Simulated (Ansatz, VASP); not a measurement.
**Two plane-wave programs on C**

```
C
1.0
    -2.49129    0.00000    0.00000
    -1.24565   -2.15752    0.00000
     0.93436    0.53945   10.25388
C
10
Direct
  0.95200 0.95200 0.87416
  0.91477 0.91477 0.72524
  0.09822 0.09822 0.12579
  0.85185 0.85185 0.47361
  0.13548 0.13548 0.27480
  0.81459 0.81459 0.32460
  0.29787 0.29787 0.92429
  0.56890 0.56890 0.67511
  0.41902 0.41902 0.07567
  0.53105 0.53105 0.52373
```

Alike in both runs: task single point; functional LDA; k mesh 10 × 10 × 3; occupations gaussian, width 0.05 eV; no spin polarisation.

```csv
,VASP,Ansatz
version,VASP 6.6.1,Ansatz 0.2.0
potentials or method,"VASP PAW LDA potentials, release 64 (C), cutoff 520 eV","scalar-relativistic, plane waves, PAW"
valence electrons in the cell,40,40
```

|  | VASP | Ansatz | Ansatz less VASP |
| --- | --- | --- | --- |
| gap on the k mesh at the Fermi level (eV) | 4.11 | 4.11 | +0.005 |
| least direct gap on the mesh (eV) | 5.05 | 5.05 | -0.001 |
| pressure (GPa) | 1.5 | -0.1 | -1.60 |
| traceless stress, the component that is largest in VASP (GPa) | 13.70 | 13.72 | +0.023 |
| rms of the force components (eV/Å) | 0.628 | 0.630 | +0.0028 |

LDA's correlation is that of Perdew and Zunger in VASP and of Perdew and Wang (1992) in Ansatz. Atom by atom the forces differ by 0.005 eV/Å (rms over components).
